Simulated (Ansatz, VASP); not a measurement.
One calculation of Sc, two programs

File INCAR:

```
PREC = Accurate
ENCUT = 520
EDIFF = 1E-8
ISMEAR = -1
SIGMA = 0.03
LREAL = F
LASPH = T
NELM = 80
ALGO = Normal
ISIF = 2
LWAVE = F
LCHARG = F
GGA = PE
LEFG = T
NBANDS = 18
```

The input KPOINTS:

```
regular mesh
0
Gamma
  13 13 7
```

POSCAR

```
Sc
1.0
    3.3630501282      0.0000000000      0.0000000000
   -1.6815250641      2.9124868452      0.0000000000
    0.0000000000      0.0000000000      5.3543760077
Sc
2
Direct
    0.3333333333      0.6666666667      0.2500000000
    0.6666666667      0.3333333333      0.7500000000
```

Input for Ansatz:

```yaml
crystal:
  lattice:
    - [3.3630501282, 0.0, 0.0]
    - [-1.6815250641, 2.9124868452, 0.0]
    - [0.0, 0.0, 5.3543760077]
  atoms:
    - { symbol: Sc, position: [0.3333333333, 0.6666666667, 0.25] }
    - { symbol: Sc, position: [0.6666666667, 0.3333333333, 0.75] }
kpoints:
  mp_grid: { grid: [13, 13, 7] }
scf:
  occupations: { method: fermi_dirac, width: 0.03 }
hamiltonian:
  xc: pbe
  pseudopotentials: { kind: paw }
output:
  forces: true
  stress: true
  eigenvalues: true
  efg: { contact_densities: true }
```

Change from the starting cell: volume scaled by 1.05, PAW files.

Alike in both runs: task electric field gradients; functional PBE; k mesh 13 × 13 × 7; occupations fermi-dirac, width 0.03 eV; no spin polarisation.

```csv
,VASP,Ansatz
version,VASP 6.6.1,Ansatz 0.2.0
potentials or method,"VASP PAW PBE potentials, release 64 (Sc_sv)","PAW with Ansatz's default frozen-core files, scalar-relativistic"
plane-wave cutoff (eV),520,420
valence electrons in the cell,22,22
```

Ansatz gave:

```
pressure (GPa)                                                : -3.0
traceless stress, the component that is largest in VASP (GPa) : -0.98
size of Vzz on the site where it differs most (V/Å²)          : 7.6
```

Question: Estimate VASP's values.

Answer: Pressure (GPa): -3.0; traceless stress, the component that is largest in VASP (GPa): -0.98; size of Vzz on the site where it differs most (V/Å²): 8.2.
